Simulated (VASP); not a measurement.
# CdS (P1) in VASP: further runs

Runs on CdS. Level: PBE. Tasks: single point.

Everything below comes from runs of VASP 6.6.1. Logs are shortened: lines on timing, memory, paths and dates and some standing lists are left out, and cuts for length are marked.

## Step 1: The cell of the first run

The typed cell holds 8 atoms: a = 4.197 Å, b = 4.197 Å, c = 13.687 Å, α = 86.34°, β = 87.07°, γ = 60.00°.

## Step 2: Single point, PBE

INCAR

```
PREC = Accurate ; ENCUT = 520
EDIFF = 1E-6 ; ISMEAR = 0
SIGMA = 0.05 ; LREAL = False
LASPH = True ; NELM = 60
ALGO = Normal ; ISIF = 2
LWAVE = False ; LCHARG = True
GGA = PE ; LELF = True
LVHAR = True ; NBANDS = 46
```

KPOINTS

```
Automatic mesh
0
Gamma
  7 7 2
```

POSCAR

```
CdS
1.0
   -2.0985806452     -3.6348483013      0.0000000000
    2.0985806452     -3.6348483013      0.0000000000
    0.1748817204     -0.9087120753     13.6554617430
Cd S
4 4
Direct
    0.5911809788      0.5156952910      0.9058282541
    0.6328476455      0.5990286243      0.4058282541
    0.3203476455      0.3073619576      0.1558282541
    0.2786809788      0.2240286243      0.6558282541
    0.6588190212      0.6509713757      0.0941717459
    0.6171523545      0.5676380424      0.5941717459
    0.3046523545      0.2759713757      0.3441717459
    0.2629856878      0.1926380424      0.8441717459
```

Potentials or basis: VASP PAW PBE potentials, release 64 (Cd, S).

Run with:

```console
> cat potpaw_PBE.64/Cd/POTCAR potpaw_PBE.64/S/POTCAR > POTCAR
> mpirun -np 1 vasp_std > vasp.out
```

OUTCAR:

```text
PREC = Accurate
   ENCUT = 520
   EDIFF = 1E-6
   ISMEAR = 0
   LREAL = False
   LASPH = True
   NELM = 60
   ISIF = 2
   GGA = PE

 ion  position               nearest neighbor table
   1  0.591  0.516  0.906-   8 2.57   8 2.57   8 2.57   5 2.73   3 3.74
   2  0.633  0.599  0.406-   7 2.57   7 2.57   7 2.57   6 2.57
   3  0.320  0.307  0.156-   5 2.57   5 2.57   5 2.57   7 2.57   1 3.74
   4  0.279  0.224  0.656-   6 2.57   6 2.57   6 2.57   8 2.57
   5  0.659  0.651  0.094-   3 2.57   3 2.57   3 2.57   1 2.73
   6  0.617  0.568  0.594-   4 2.57   4 2.57   4 2.57   2 2.57
   7  0.305  0.276  0.344-   2 2.57   2 2.57   2 2.57   3 2.57
   8  0.263  0.193  0.844-   1 2.57   1 2.57   1 2.57   4 2.57

  LATTYP: Found a triclinic cell.
 ALAT       =     4.1971612904
 B/A-ratio  =     1.0000000000
 C/A-ratio  =     3.5894107401
 COS(alpha) =     0.0116082192
 COS(beta)  =     0.3714630144
 COS(gamma) =     0.5000000000

  Lattice vectors:

 A1 = (  -2.0985806452,  -3.6348483013,   0.0000000000)
 A2 = (  -4.1971612904,   0.0000000000,   0.0000000000)
 A3 = (  -0.1748817204,  -6.3609845273, -13.6554617430)

Analysis of symmetry for initial positions (statically):
=====================================================================
 Subroutine PRICEL returns:
 Original cell was already a primitive cell.

 Routine SETGRP: Setting up the symmetry group for a
 triclinic supercell.

 Subroutine GETGRP returns: Found  1 space group operations
 (whereof  1 operations were pure point group operations)
 out of a pool of  2 trial point group operations.

The static configuration has the point symmetry C_1 .

Analysis of symmetry for dynamics (positions and initial velocities):
=====================================================================
 Subroutine PRICEL returns:
 Original cell was already a primitive cell.

 Routine SETGRP: Setting up the symmetry group for a
 triclinic supercell.

 Subroutine GETGRP returns: Found  1 space group operations
 (whereof  1 operations were pure point group operations)
 out of a pool of  2 trial point group operations.

The dynamic configuration has the point symmetry C_1 .

 Subroutine INISYM returns: Found  1 space group operations
 (whereof  1 operations are pure point group operations),
 and found     1 'primitive' translations

----------------------------------------------------------------------------------------

                                     Primitive cell

  volume of cell :     208.3283

  direct lattice vectors                    reciprocal lattice vectors
    -2.098580645 -3.634848301  0.000000000    -0.238256272 -0.137557322 -0.006102564
     2.098580645 -3.634848301  0.000000000     0.238256272 -0.137557322 -0.012205129
     0.174881720 -0.908712075 13.655461743     0.000000000  0.000000000  0.073230772

  length of vectors
     4.197161290  4.197161290 13.686781092     0.275182320  0.275385245  0.073230772

  position of ions in fractional coordinates (direct lattice)
     0.591180979  0.515695291  0.905828254
     0.632847646  0.599028624  0.405828254
     0.320347646  0.307361958  0.155828254
     0.278680979  0.224028624  0.655828254
     0.658819021  0.650971376  0.094171746
     0.617152354  0.567638042  0.594171746
     0.304652354  0.275971376  0.344171746
     0.262985688  0.192638042  0.844171746

  ion indices of the primitive-cell ions
   primitive index   ion index
                 1           1
                 2           2
                 3           3
                 4           4
                 5           5
                 6           6
                 7           7
                 8           8

----------------------------------------------------------------------------------------

 KPOINTS: Automatic mesh

Automatic generation of k-mesh.
 Grid dimensions read from file:
 generate k-points for:    7    7    2

 Generating k-lattice:

  Cartesian coordinates                     Fractional coordinates (reciprocal lattice)
    -0.034036610 -0.019651046 -0.000871795     0.142857143  0.000000000  0.000000000
     0.034036610 -0.019651046 -0.001743590     0.000000000  0.142857143  0.000000000
     0.000000000  0.000000000  0.036615386     0.000000000  0.000000000  0.500000000

  Length of vectors
     0.039311760  0.039340749  0.036615386

  Shift w.r.t. Gamma in fractional coordinates (k-lattice)
     0.000000000  0.000000000  0.000000000

 Subroutine IBZKPT returns following result:
 ===========================================

 Found     50 irreducible k-points:

 Following reciprocal coordinates:
            Coordinates               Weight
  0.000000  0.000000  0.000000      1.000000
  0.142857  0.000000 -0.000000      2.000000
  0.285714  0.000000 -0.000000      2.000000
  0.428571 -0.000000 -0.000000      2.000000
  0.000000  0.142857  0.000000      2.000000
  0.142857  0.142857  0.000000      2.000000
[... 16 lines left out ...]
 -0.428571  0.428571  0.000000      2.000000
 -0.285714  0.428571  0.000000      2.000000
 [... further k-points ...]
   k-points           NKPTS =     50   k-points in BZ     NKDIM =     50   number of bands    NBANDS=     46
   number of dos      NEDOS =    301   number of ions     NIONS =      8
   total plane-waves  NPLWV = 110592
   dimension x,y,z NGX =    32 NGY =   32 NGZ =  108
   dimension x,y,z NGXF=    64 NGYF=   64 NGZF=  216
   ions per type =               4   4
   NGX,Y,Z   is equivalent  to a cutoff of  12.67, 12.67, 13.12 a.u.
   NGXF,Y,Z  is equivalent  to a cutoff of  25.35, 25.35, 26.24 a.u.
 SYSTEM =  unknown system
   PREC   = accura    normal or accurate (medium, high low for compatibility)
   ISTART =      0    job   : 0-new  1-cont  2-samecut
   ICHARG =      2    charge: 1-file 2-atom 10-const
   ISPIN  =      1    spin polarized calculation?
   LNONCOLLINEAR =      F non collinear calculations
   LSORBIT =      F    spin-orbit coupling
   LASPH  =      T    aspherical Exc in radial PAW
   ENCUT  =  520.0 eV  38.22 Ry    6.18 a.u.   7.80  7.80 25.45*2*pi/ulx,y,z
   NELM   =     60;   NELMIN=  2; NELMDL= -5     # of ELM steps
   EDIFF  = 0.1E-05   stopping-criterion for ELM
   LREAL  =      F    real-space projection
   EDIFFG = 0.1E-04   stopping-criterion for IOM
   NSW    =      0    number of steps for IOM
   IBRION =     -1    ionic relax: 0-MD 1-quasi-New 2-CG
   NFREE  =      0    steps in history (QN), initial steepest desc. (CG)
   ISIF   =      2    stress and relaxation
   ISYM   =      2    0-nonsym 1-usesym 2-fastsym
   POTIM  = 0.5000    time-step for ionic-motion
   TEBEG  =    0.0;   TEEND  =   0.0 temperature during run
   PSTRESS=    0.0 pullay stress
   NELECT =      72.0000    total number of electrons
   NUPDOWN=      -1.0000    fix difference up-down
   EMIN   =  10.00;   EMAX   =-10.00  energy-range for DOS
   EFERMI =   0.00;   METHOD = LEGACY
   ISMEAR =     0;   SIGMA  =   0.05  broadening in eV -4-tet -1-fermi 0-gaus
   EFERMI_NEDOS =   21; number of points for ismear=-14 and -15
   IALGO  =     38    algorithm
   IMIX   =      4    mixing-type and parameters
     AMIX     =   0.40;   BMIX     =  1.00
     AMIX_MAG =   1.60;   BMIX_MAG =  1.00
  volume/ion in A,a.u.               =      26.04       175.73
  Fermi-wavevector in a.u.,A,eV,Ry     =   1.148866  2.171043 17.958250  1.319894
  Thomas-Fermi vector in A             =   2.285539
   LORBIT       =      0    0 simple, 1 ext, 2 COOP (PROOUT), +10 PAW based schemes
   GGA     = PE    functional components
   LHFCALC =     F    Hartree Fock is set to
   AEXX    =    0.0000 exact exchange contribution
   IVDW    =     0    specifies the selected vdW correction
   LEPSILON=     F    determine dielectric tensor
   LRPA    =     F    only Hartree local field effects (RPA)
 non-spin polarized calculation
 Gauss-broadening in eV      SIGMA  =   0.05
  energy-cutoff  :      520.00
  volume of cell :      208.33
 maximum number of plane-waves:      5634
   NGX = 15   NGY = 15   NGZ = 51

 number of electron      72.0000005 magnetization

 Free energy of the ion-electron system (eV)
  ---------------------------------------------------
  ext. energy  EPLUGINS =         0.00000000
  ---------------------------------------------------
  free energy    TOTEN  =       -24.43839717 eV

  energy without entropy =      -24.43839717  energy(sigma->0) =      -24.43839717

 E-fermi :   1.2210     XC(G=0):  -8.9345

 val. band max:        0.9559270209   @ k =   0.0000   0.0000   0.0000
 cond. band min:       1.9398956327   @ k =   0.0000   0.0000   0.0000
 fundamental gap:      0.9839686118
 Fermi energy:         1.2209774043

 k-point     1 :       0.0000    0.0000    0.0000
  band No.  band energies     occupation
      1     -11.2027      2.00000
      2     -11.0103      2.00000
      3     -10.9074      2.00000
      4     -10.6912      2.00000
      5      -6.7441      2.00000
      6      -6.7319      2.00000
[... 38 lines left out ...]
     45       7.5295      0.00000
     46       7.6748      0.00000

 k-point     2 :       0.1429    0.0000   -0.0000
  band No.  band energies     occupation
      1     -11.1418      2.00000
      2     -10.9633      2.00000
      3     -10.8614      2.00000
      4     -10.6574      2.00000
      5      -6.7100      2.00000
      6      -6.6972      2.00000
[... 38 lines left out ...]
     45       7.7334      0.00000
     46       7.8215      0.00000

 k-point     3 :       0.2857    0.0000   -0.0000
  band No.  band energies     occupation
      1     -11.0012      2.00000
      2     -10.8578      2.00000
      3     -10.7602      2.00000
      4     -10.5818      2.00000
      5      -6.6462      2.00000
      6      -6.6343      2.00000
[... 1018 lines left out ...]
     45       7.7517      0.00000
     46       7.8924      0.00000

 k-point    24 :      -0.2857    0.4286    0.0000
  band No.  band energies     occupation
      1     -10.8372      2.00000
      2     -10.7421      2.00000
      3     -10.6551      2.00000
      4     -10.4965      2.00000
      5      -6.6337      2.00000
      6      -6.5434      2.00000
[... 38 lines left out ...]
     45       7.5077      0.00000
     46       7.5760      0.00000

 [... further k-points ...]
[... 5 lines left out ...]
  --------------------------------------------------------------------------------------
  -------------------------------------------------------------------------------------
  Total        0.6583164     -0.6465972     -0.2524280      0.0095815      1.1233491     -0.2854615
  in kB        5.0628720     -4.9727436     -1.9413316      0.0736882      8.6392686     -2.1953801
  external PRESSURE =      -0.6170677 kB  Pullay stress =       0.0000000 kB

 VOLUME and BASIS-vectors are now :
 -----------------------------------------------------------------------------
  energy-cutoff  :      520.00
  volume of cell :      208.33
      direct lattice vectors                 reciprocal lattice vectors
    -2.098580645 -3.634848301  0.000000000    -0.238256272 -0.137557322 -0.006102564
     2.098580645 -3.634848301  0.000000000     0.238256272 -0.137557322 -0.012205129
     0.174881720 -0.908712075 13.655461743     0.000000000  0.000000000  0.073230772

 POSITION                                       TOTAL-FORCE (eV/Angst)
 -----------------------------------------------------------------------------------
      0.00000     -4.84646     12.36950         0.024828     -0.194562      0.280881
     -0.00000     -4.84646      5.54177         0.000216      0.002427     -0.059051
     -0.00000     -2.42323      2.12791         0.032595      0.017215      0.035561
     -0.00000     -2.42323      8.95564         0.006474     -0.014601     -0.055515
     -0.00000     -4.84646      1.28596        -0.109077      0.305315     -0.394984
      0.00000     -4.84646      8.11369         0.001806     -0.000850      0.051500
      0.00000     -2.42323      4.69982        -0.006736      0.015619      0.059925
      0.00000     -2.42323     11.52755         0.049893     -0.130564      0.081684
 -----------------------------------------------------------------------------------
    total drift:                                0.000412      0.000129     -0.000014

  FREE ENERGIE OF THE ION-ELECTRON SYSTEM (eV)
  ---------------------------------------------------
  free  energy   TOTEN  =       -24.4383971717 eV

  energy  without entropy=      -24.4383971717  energy(sigma->0) =      -24.43839717
```

Wall time 8.6 min (1 thread of Intel Xeon Platinum 8375C at 2.90GHz (Ice Lake), shared host); peak memory 0.54 GiB.

What came out:

* Free energy: -24.4384 eV
* Pressure: -0.1 GPa
* Largest force: 0.511 eV/Å
* Band gap on the k mesh: 0.98 eV, direct

Forces in eV/Å, atoms in the order of the input:
```
Cd   0.025 -0.195  0.281
Cd   0.000  0.002 -0.059
Cd   0.033  0.017  0.036
Cd   0.006 -0.015 -0.056
S   -0.109  0.305 -0.395
S    0.002 -0.001  0.051
S   -0.007  0.016  0.060
S    0.050 -0.131  0.082
```

PBE gaps usually lie below the measured ones, often by a third to a half.

(Continued in part 2 of 2.)
